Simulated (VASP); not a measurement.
Set up this calculation in VASP 6.6.1, as the native input.

```yaml
Task: single point
Functional: PBE
Potentials_or_basis: VASP PAW PBE potentials, release 64 (Si)
Cutoff: 500 eV
k_mesh: 8 × 8 × 8
Occupations: methfessel-paxton, width 0.02 eV
Spin: no spin polarisation
Dipole_correction: no
Further_INCAR_settings: ALGO = Normal; EDIFF = 1e-06; NBANDS = 11
```

The structure of Si lies in POSCAR:

```
Si
1.0
    0.0000000000      2.7485456918      2.7485456918
    2.7485456918      0.0000000000      2.7485456918
    2.7485456918      2.7485456918      0.0000000000
Si
2
Direct
    0.7500000000      0.7500000000      0.7500000000
    0.5000000000      0.5000000000      0.5000000000
```

One way to write it, as run:

INCAR

```
SYSTEM = Si
PREC = Accurate ; ENCUT = 500
EDIFF = 1E-6 ; ISMEAR = 1
SIGMA = 0.02 ; LREAL = .FALSE.
LASPH = .TRUE. ; NELM = 120
ALGO = Normal ; ISIF = 2
LWAVE = .FALSE. ; LCHARG = .FALSE.
GGA = PE ; NBANDS = 11
GGA_COMPAT = .FALSE.
```

KPOINTS

```
Automatic mesh
0
G
  8 8 8
  0 0 0
```

Potentials or basis: VASP PAW PBE potentials, release 64 (Si).

Command:

```sh
$ cat potpaw_PBE.64/Si/POTCAR > POTCAR
$ mpirun -np 1 vasp_std > vasp.out
```

Results of the run:

```json
{"Pressure": "-1.3 GPa", "Band gap on the k mesh": "0.67 eV (least direct gap 2.55 eV)"}
```

Wall time 16 s on 1 thread of Intel(R) Xeon(R) Platinum 8175M CPU @ 2.50GHz (Skylake/Cascade Lake), on a shared host, peak memory 0.15 GiB.
